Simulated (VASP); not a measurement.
Wanted: the native input for a VASP 6.6.1 run.

| Item | Value |
| --- | --- |
| Task | single point |
| Functional | RPBE |
| Dispersion | D4 |
| Potentials or basis | VASP PAW PBE potentials, release 64 (Tl_d) |
| Cutoff | 500 eV |
| k mesh | 7 × 7 × 7 |
| Occupations | fermi-dirac, width 0.1 eV |
| Spin | non-collinear spin, zero start, spin-orbit coupling |
| Starting moments | [[0.0, 0.0, 0.0]] μB |
| Dipole correction | no |
| Further INCAR settings | ALGO = Normal; EDIFF = 1e-06; NBANDS = 24 |

The structure of Tl lies in POSCAR:

```
Tl
1.0
    0.0000000000      2.4663412350      2.4663412350
    2.4663412350      0.0000000000      2.4663412350
    2.4663412350      2.4663412350      0.0000000000
Tl
1
Direct
    0.0000000000      0.0000000000      0.0000000000
```

This isn't the form of Tl at room conditions, which is hcp.

One way to write it, as run:

INCAR

```
  PREC = Accurate
  ENCUT = 500
  EDIFF = 1E-6
  ISMEAR = -1
  SIGMA = 0.1
  LREAL = False
  LASPH = True
  NELM = 200
  ALGO = Normal
  ISIF = 2
  LWAVE = False
  LCHARG = True
  LNONCOLLINEAR = True
  MAGMOM = 0 0 0
  LORBIT = 11
  LSORBIT = True
  GGA_COMPAT = False
  LORBMOM = True
  GGA = RP
  IVDW = 13
  LVHAR = True
  NBANDS = 24
```

KPOINTS

```
Automatic mesh
0
Gamma
  7 7 7
```

Potentials or basis: VASP PAW PBE potentials, release 64 (Tl_d).

Launch:

```sh
$ cat potpaw_PBE.64/Tl_d/POTCAR > POTCAR
$ mpirun -np 1 vasp_ncl > vasp.out
```

Results of the run:

| Item | Value |
| --- | --- |
| Pressure | 0.0 GPa |
| Net moment | 0.00 μB per cell |
| Valence electrons inside the program's atomic spheres | Tl 11.21 |
| Dispersion energy per atom | -0.574 eV |

Caveat: the PAW data sets were made with another functional, which shifts forces and pressure a little.

Run time: 31 s on 1 thread of Intel(R) Xeon(R) Platinum 8488C (Sapphire Rapids), on a shared host, peak memory 0.24 GiB.
